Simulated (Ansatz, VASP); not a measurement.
**Al: VASP beside Ansatz**

```
Al
1.0
     3.21264    3.21264    3.21264
    -3.21264   -3.21264    3.21264
     3.21264   -3.21264   -3.21264
Al
8
Direct
  0.92716 0.57284 0.50000
  0.00000 0.00000 0.50000
  0.00000 0.50000 0.00000
  0.00000 0.00000 0.00000
  0.50000 0.50000 0.50000
  0.50000 0.00000 0.50000
  0.50000 0.50000 0.00000
  0.50000 0.00000 0.00000
```

Alike in both runs: task single point; functional PBEsol; k mesh 10 × 10 × 10; occupations gaussian, width 0.15 eV; no spin polarisation.

|  | VASP | Ansatz |
| --- | --- | --- |
| version | VASP 6.6.1 | Ansatz 0.2.0 |
| potentials or method | VASP PAW PBE potentials, release 64 (Al), cutoff 520 eV | scalar-relativistic, plane waves, PAW |
| valence electrons in the cell | 24 | 24 |

Ansatz gave:

* gap on the k mesh at the Fermi level (eV): none
* pressure (GPa): 4.2
* traceless stress, the component that is largest in VASP (GPa): 3.68
* rms of the force components (eV/Å): 1.295

**Question.** Estimate VASP's values.

**Answer.** gap on the k mesh at the Fermi level (eV): none; pressure (GPa): 4.3; traceless stress, the component that is largest in VASP (GPa): 3.69; rms of the force components (eV/Å): 1.302.

VASP's potentials were made for PBE, not for PBEsol, and Ansatz warns of the same on its side. Atom by atom the forces differ by 0.007 eV/Å (rms over components). A gap of «none» marks a metal or a gap that the smearing closes.
